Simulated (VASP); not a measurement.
W: single point with LDA

Crystal: W.

```xyz
2
Lattice="0.0000 -1.9865 -1.9865 0.0000 1.9865 -1.9865 3.9730 0.0000 0.0000" Properties=species:S:1:pos:R:3 pbc="T T T"
W     1.9729   -0.1212   -1.9865
W     0.0136    0.1212    0.0000
```

This cell differs from its parent crystal: atoms displaced along a vibrational mode.

- Program: VASP 6.6.1
- Task: single point
- Functional: LDA
- Potentials or basis: VASP PAW LDA potentials, release 64 (W_sv)
- Cutoff: 500 eV
- k mesh: 16 × 16 × 12
- Occupations: gaussian, width 0.15 eV
- Spin: no spin polarisation
- Dipole correction: no
- Further INCAR settings: ALGO = Normal; EDIFF = 1e-06; NBANDS = 21

* Pressure: 5.3 GPa
* Largest force: 0.989 eV/Å
* Band gap on the k mesh: zero (bands 14 and 15 overlap by 3.88 eV)

Forces in eV/Å, atoms in the order of the input:
```
W    0.387  0.911  0.000
W   -0.387 -0.911  0.000
```

Stress tensor (GPa, compression positive):
```
 8.01 -1.16  0.00
-1.16  0.56  0.00
 0.00  0.00  7.21
```

Levels at points of the mesh, in eV from the Fermi level:
| k point | band 12 | band 13 | band 14 | band 15 | band 16 | band 17 |
| --- | --- | --- | --- | --- | --- | --- |
| (0.00, 0.00, 0.00) | -0.90 | -0.70 | -0.47 | 2.36 | 2.86 | 3.52 |
| (0.50, 0.00, 0.00) | -2.54 | -1.76 | -1.50 | 0.80 | 1.23 | 1.66 |
| (0.50, 0.50, 0.00) | -4.69 | 2.76 | 3.44 | 5.17 | 5.46 | 5.99 |
| (0.00, 0.00, 0.50) | -3.24 | -0.56 | -0.25 | 1.76 | 1.87 | 1.89 |
| (0.50, 0.00, 0.50) | -1.14 | -0.75 | -0.71 | 0.96 | 0.97 | 4.88 |
| (0.50, 0.50, 0.50) | -2.08 | -2.04 | -1.94 | 1.56 | 1.58 | 6.11 |

Run time: 5 min on 1 thread of Intel Xeon 8259CL, with other jobs on the host, peak memory 0.47 GiB.

Caveat: the cell differs from its parent crystal (atoms displaced along a vibrational mode); the cell stands under pressure; spin-orbit coupling is left out, which moves the levels of the heavy elements.
